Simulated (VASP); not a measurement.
A run of VASP 6.6.1:

File POSCAR:

```
SrTlBr3
1.0
    5.9919529718      0.0000000000      0.0000000000
    0.0000000000      5.9919529718      0.0000000000
    0.0000000000      0.0000000000      5.9919529718
Tl Sr Br
1 1 3
Direct
    0.0000000000      0.0000000000      0.0000000000
    0.5000000000      0.5000000000      0.5000000000
    0.5000000000      0.5000000000      0.0000000000
    0.5000000000      0.0000000000      0.5000000000
    0.0000000000      0.5000000000      0.5000000000
```

INCAR.step1

```
PREC     = Accurate       # precision mode
ENCUT    = 520            # plane-wave cutoff, eV
ISMEAR   = 0              # smearing method
SIGMA    = 0.01           # smearing width, eV
LREAL    = False          # projectors in reciprocal space
LASPH    = True           # aspherical terms in the spheres
NELM     = 100            # most SCF steps
NBANDS   = 30             # bands
GGA      = PE             # functional
ALGO     = Normal         # electronic algorithm
EDIFF    = 1E-4           # SCF threshold, eV
LWAVE    = True           # write WAVECAR
LCHARG   = False          # write CHGCAR
```

INCAR.step2

```
PREC     = Accurate       # precision mode
ENCUT    = 520            # plane-wave cutoff, eV
EDIFF    = 1E-7           # SCF threshold, eV
ISMEAR   = 0              # smearing method
SIGMA    = 0.01           # smearing width, eV
LREAL    = False          # projectors in reciprocal space
LASPH    = True           # aspherical terms in the spheres
NELM     = 100            # most SCF steps
ALGO     = Normal         # electronic algorithm
ISIF     = 2              # what is computed and relaxed
LWAVE    = False          # write WAVECAR
LCHARG   = False          # write CHGCAR
METAGGA  = R2SCAN         # meta-GGA
LMIXTAU  = True         
NBANDS   = 30             # bands
ISTART   = 1
```

KPOINTS

```
Automatic mesh
0
Gamma
  4 4 4
```

Potentials or basis: VASP PAW PBE potentials, release 64 (Tl_d, Sr_sv, Br).

The run is started by

```console
$ cat potpaw_PBE.64/Tl_d/POTCAR potpaw_PBE.64/Sr_sv/POTCAR potpaw_PBE.64/Br/POTCAR > POTCAR
$ cp INCAR.step1 INCAR
$ mpirun -np 1 vasp_std > vasp.out
$ cp INCAR.step2 INCAR
$ mpirun -np 1 vasp_std > vasp.out
```

Hardware: 1 thread of AMD EPYC 9R45 96-Core Processor (Zen 5) (shared host).

Problem. Estimate the wall time of this run.

Solution. It took 2.3 min on 1 thread of AMD EPYC 9R45 96-Core Processor (Zen 5) (shared host), peak memory 0.37 GiB. Counts: k points 10.
